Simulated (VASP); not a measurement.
Crystal: KCd3.

```
CELL_PARAMETERS angstrom
0.00000 3.91074 3.91074
3.91074 0.00000 3.91074
3.91074 3.91074 0.00000
ATOMIC_POSITIONS crystal
K 0.00000 0.00000 0.00000
Cd 0.25000 0.25000 0.25000
Cd 0.75000 0.75000 0.75000
Cd 0.50000 0.50000 0.50000
```

* Program: VASP 6.6.1
* Task: relaxation of volume and atoms at fixed shape
* Functional: PBEsol
* Potentials or basis: VASP PAW PBE potentials, release 64 (K_sv, Cd)
* Cutoff: 600 eV
* k mesh: 5 × 5 × 5
* Occupations: fermi-dirac, width 0.05 eV
* Spin: no spin polarisation

At the start: pressure -2.2 GPa; volume 29.91 Å³/atom.

Q: Where does the relaxation end?

A: Over 5 steps the energy falls by 37.7 meV/atom and the volume is 25.76 Å³/atom (-13.9 %); space group Fm-3m (No. 225, to 0.05 Å).

The path:
| step | energy change (eV) | largest force (eV/Å) | pressure (GPa) | volume (Å³) |
| --- | --- | --- | --- | --- |
| 1 | 0.0000 | 0.0000 | -2.21 | 119.62 |
| 2 | -0.0873 | 0.0000 | -1.79 | 112.63 |
| 3 | -0.1340 | 0.0000 | 1.31 | 98.72 |
| 4 | -0.1497 | 0.0000 | -0.28 | 104.00 |
| 5 | -0.1506 | 0.0000 | -0.02 | 103.03 |

Final structure:
```xyz
4
Lattice="0.0000 3.7208 3.7208 3.7208 0.0000 3.7208 3.7208 3.7208 0.0000" Properties=species:S:1:pos:R:3 pbc="T T T"
K     0.0000    0.0000    0.0000
Cd    1.8604    1.8604    1.8604
Cd    5.5812    5.5812    5.5812
Cd    3.7208    3.7208    3.7208
```

Caveat: the PAW data sets were made with another functional, which shifts forces and pressure a little.
